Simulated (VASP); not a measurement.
Wanted: the native input for a VASP 6.6.1 run.

* Task: single point
* Functional: PBEsol
* Potentials or basis: VASP PAW PBE potentials, release 64 (Al, Cu)
* Cutoff: 520 eV
* k mesh: 16 × 16 × 6
* Occupations: gaussian, width 0.1 eV
* Spin: no spin polarisation
* Dipole correction: no
* Further INCAR settings: ALGO = Fast; EDIFF = 1e-06; NBANDS = 18

The structure of Al3Cu lies in POSCAR:

```
Al3Cu
1.0
    2.7544710285      0.0000000000      0.0000000000
    0.0000000000      2.7544710285      0.0000000000
    0.0000000000      0.0000000000      7.5275295720
Al Cu
3 1
Direct
    0.0000000000      0.0000000000      0.5000000000
    0.5000000000      0.5000000000      0.2220144830
    0.5000000000      0.5000000000      0.7779855170
    0.0000000000      0.0000000000      0.0000000000
```

These files were run (other wordings do the same):

INCAR

```
SYSTEM = Al3Cu
PREC = Accurate ; ENCUT = 520
EDIFF = 1E-6 ; ISMEAR = 0
SIGMA = 0.1 ; LREAL = .False.
LASPH = .True. ; NELM = 60
ALGO = Fast ; ISIF = 2
LWAVE = .False. ; LCHARG = .False.
GGA = PS ; NBANDS = 18
```

KPOINTS

```
regular mesh
0
Gamma
  16 16 6
  0 0 0
```

Potentials or basis: VASP PAW PBE potentials, release 64 (Al, Cu).

Run with:

```bash
$ cat potpaw_PBE.64/Al/POTCAR potpaw_PBE.64/Cu/POTCAR > POTCAR
$ mpirun -np 1 vasp_std > vasp.out
```

It gave:

```
Pressure               : 2.8 GPa
Largest force          : 0.021 eV/Å
Band gap on the k mesh : zero (bands 10 and 11 overlap by 6.17 eV)
```

Caveat: the PAW data sets were made with another functional, which shifts forces and pressure a little.

It took 3.1 min on 1 thread of Intel(R) Xeon(R) Platinum 8259CL CPU @ 2.50GHz (Skylake/Cascade Lake), with other jobs on the host, peak memory 0.28 GiB.
